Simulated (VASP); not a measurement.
Write the native input for VASP 6.6.1 that does the following.

| Item | Value |
| --- | --- |
| Task | single point |
| Functional | LDA |
| Potentials or basis | VASP PAW LDA potentials, release 64 (Ge_d) |
| Cutoff | 520 eV |
| k mesh | 7 × 7 × 7 |
| Occupations | fermi-dirac, width 0.05 eV |
| Spin | no spin polarisation |
| Dipole correction | no |
| Further INCAR settings | ALGO = Normal; EDIFF = 1e-06; NBANDS = 36 |

The structure of Ge lies in POSCAR:

```
Ge
1.0
    0.0000000000      2.9423375062      5.2159976292
    2.6820884705      0.0000000000      5.2159976292
    2.6820884705      2.9423375062      0.0000000000
Ge
4
Direct
    0.7264900000      0.2735100000      0.7264900000
    0.2735100000      0.7264900000      0.2735100000
    0.2181330000      0.2181330000      0.7818670000
    0.7818670000      0.7818670000      0.2181330000
```

The input as run:

INCAR

```
SYSTEM = Ge
PREC = Accurate ; ENCUT = 520
EDIFF = 1E-6 ; ISMEAR = -1
SIGMA = 0.05 ; LREAL = .FALSE.
LASPH = .TRUE. ; NELM = 80
ALGO = Normal ; ISIF = 2
LWAVE = .FALSE. ; LCHARG = .FALSE.
GGA = CA ; NBANDS = 36
```

KPOINTS

```
regular mesh
0
G
  7 7 7
  0 0 0
```

Potentials or basis: VASP PAW LDA potentials, release 64 (Ge_d).

The run is started by

```console
$ cat potpaw_LDA.64/Ge_d/POTCAR > POTCAR
$ mpirun -np 1 vasp_std > vasp.out
```

It gave:

```yaml
Pressure: -8.2 GPa
Largest_force: 0.047 eV/Å
Band_gap_on_the_k_mesh: zero (bands 28 and 29 overlap by 2.61 eV)
```

Caveat: the cell stands under tension.

Run time: 3.6 min on 1 thread of Intel Xeon 8259CL, with other jobs on the host, peak memory 0.29 GiB.
